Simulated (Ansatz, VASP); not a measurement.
**One calculation of TiO2, two programs**

Contents of INCAR:

```
SYSTEM = TiO2
PREC = Accurate
ENCUT = 520
EDIFF = 1E-7
ISMEAR = 0
SIGMA = 0.05
LREAL = .False.
LASPH = .True.
NELM = 80
ALGO = Normal
ISIF = 2
LWAVE = .False.
LCHARG = .False.
GGA = PE
NBANDS = 60
```

The input KPOINTS:

```
Automatic mesh
0
Gamma
  7 7 3
  0 0 0
```

POSCAR

```
TiO2
1.0
   -3.7992225376      0.0000000000      0.0000000000
    0.0000000000     -3.7992225376      0.0000000000
    0.0000000000      0.0000000000     15.6968968543
Ti O
4 8
Direct
    0.0000000000      1.0000000000      0.3860992775
    0.5000000000      0.5000000000      0.0772198555
    0.5000000000      0.0000000000      0.2316595665
    0.0000000000      0.5000000000      0.5405389885
    0.0000000000      0.0000000000      0.5136706338
    0.5000000000      0.5000000000      0.2047912118
    0.5000000000      0.0000000000      0.3592309228
    0.0000000000      0.5000000000      0.0503515008
    0.5000000000      0.0000000000      0.1040882102
    0.0000000000      0.5000000000      0.4129676321
    0.0000000000      0.0000000000      0.2585279211
    0.5000000000      0.5000000000      0.5674073431
```

Input for Ansatz:

```yaml
crystal:
  lattice:
    - [-3.7992225376, 0.0, 0.0]
    - [0.0, -3.7992225376, 0.0]
    - [0.0, 0.0, 15.6968968543]
  atoms:
    - { symbol: Ti, position: [0.0, 1.0, 0.3860992775] }
    - { symbol: Ti, position: [0.5, 0.5, 0.0772198555] }
    - { symbol: Ti, position: [0.5, 0.0, 0.2316595665] }
    - { symbol: Ti, position: [0.0, 0.5, 0.5405389885] }
    - { symbol: O, position: [0.0, 0.0, 0.5136706338] }
    - { symbol: O, position: [0.5, 0.5, 0.2047912118] }
    - { symbol: O, position: [0.5, 0.0, 0.3592309228] }
    - { symbol: O, position: [0.0, 0.5, 0.0503515008] }
    - { symbol: O, position: [0.5, 0.0, 0.1040882102] }
    - { symbol: O, position: [0.0, 0.5, 0.4129676321] }
    - { symbol: O, position: [0.0, 0.0, 0.2585279211] }
    - { symbol: O, position: [0.5, 0.5, 0.5674073431] }
basis:
  ecutwfc: 420
kpoints:
  mp_grid: { grid: [7, 7, 3] }
hamiltonian:
  xc: pbe
scf:
  occupations: { method: gaussian, width: 0.05 }
output:
  forces: true
  stress: true
  eigenvalues: true
```

Alike in both runs: task single point; functional PBE; k mesh 7 × 7 × 3; occupations gaussian, width 0.05 eV; no spin polarisation.

|  | VASP | Ansatz |
| --- | --- | --- |
| version | VASP 6.6.1 | Ansatz 0.2.0 |
| potentials or method | VASP PAW PBE potentials, release 64 (Ti_sv, O), cutoff 520 eV | scalar-relativistic, plane waves, PAW |
| valence electrons in the cell | 96 | 96 |

```tsv
	VASP	Ansatz	Ansatz less VASP
gap on the k mesh at the Fermi level (eV)	1.65	1.68	+0.024
least direct gap on the mesh (eV)	2.07	2.09	+0.021
rms of the force components (eV/Å)	0.371	0.381	+0.0106
```

Atom by atom the forces differ by 0.015 eV/Å (rms over components). With one functional, cell and mesh, what is left measures potentials, basis and numerics.
